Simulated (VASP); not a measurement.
C: single point with LDA

The system is C.

```
C
1.0
     2.10327   -4.33371    0.00000
     2.10327    4.33371    0.00000
     0.00000    0.00000    2.48566
C
8
Direct
  0.64829 0.98159 0.00000
  0.35171 0.01841 0.00000
  0.01841 0.35171 0.00000
  0.98159 0.64829 0.00000
  0.39147 0.17467 0.37623
  0.59545 0.77392 0.50000
  0.77392 0.59545 0.50000
  0.22608 0.40455 0.50000
```

This cell differs from its parent crystal: atom 5 (C) moved +0.375 Å towards its neighbour atom 2 (C) at 1.515 Å.

* Program: VASP 6.6.1
* Task: single point
* Functional: LDA
* Potentials or basis: VASP PAW LDA potentials, release 64 (C)
* Cutoff: 520 eV
* k mesh: 6 × 6 × 10
* Occupations: gaussian, width 0.05 eV
* Spin: no spin polarisation

| Quantity | Value |
| --- | --- |
| Pressure | 27.0 GPa |
| Largest force | 31.818 eV/Å |
| Band gap on the k mesh | 0.79 eV (least direct gap 1.32 eV) |

Forces in eV/Å, atoms in the order of the input:
```
C     0.024  -1.165  -0.343
C    -9.293 -11.616 -20.868
C    -0.052  -0.187   0.153
C    -1.054  -0.049  -0.384
C    12.566  15.490  24.790
C    -1.010  -1.145   0.186
C    -0.445  -0.635  -1.748
C    -0.737  -0.693  -1.786
```

Stress tensor (GPa, compression positive):
```
10.98  8.10 18.15
 8.10 18.38 26.22
18.15 26.22 51.56
```

Levels at points of the mesh, in eV from the valence-band top:
```tsv
k point	band 12	band 13	band 14	band 15	band 16	band 17	band 18	band 19	band 20	band 21
(0.00, 0.00, 0.00)	-3.99	-3.47	-3.10	-1.93	-1.11	0.79	2.97	3.71	4.96	6.13
(0.50, 0.00, 0.00)	-5.03	-4.65	-3.85	-3.62	-2.22	1.44	3.28	4.95	5.60	5.88
(0.00, 0.50, 0.00)	-4.97	-4.87	-3.96	-3.50	-2.20	1.23	4.00	4.92	5.08	5.82
(0.50, 0.50, 0.00)	-5.62	-4.79	-2.40	-0.53	0.00	1.32	3.46	4.14	5.32	5.84
(0.00, 0.00, 0.50)	-7.95	-7.43	-6.34	-4.54	-3.99	4.08	5.32	6.50	7.13	7.45
(0.50, 0.00, 0.50)	-6.93	-6.43	-6.04	-4.79	-3.85	2.67	3.73	5.04	5.90	6.28
(0.00, 0.50, 0.50)	-6.83	-6.47	-6.12	-5.04	-3.41	2.35	4.05	5.16	5.87	6.14
(0.50, 0.50, 0.50)	-7.12	-6.79	-6.71	-6.20	-4.82	1.90	3.23	4.03	4.52	6.76
```

Run time: 3.6 min on 1 thread of Intel Xeon 8259CL (shared host), peak memory 0.24 GiB.

Caveat: the cell differs from its parent crystal (atom 5 (C) moved +0.375 Å towards its neighbour atom 2 (C) at 1.515 Å); the cell stands under pressure; forces of over 1 eV/Å act on the atoms, so gaps and moduli don't describe the material at rest. A k mesh can miss the band edges.
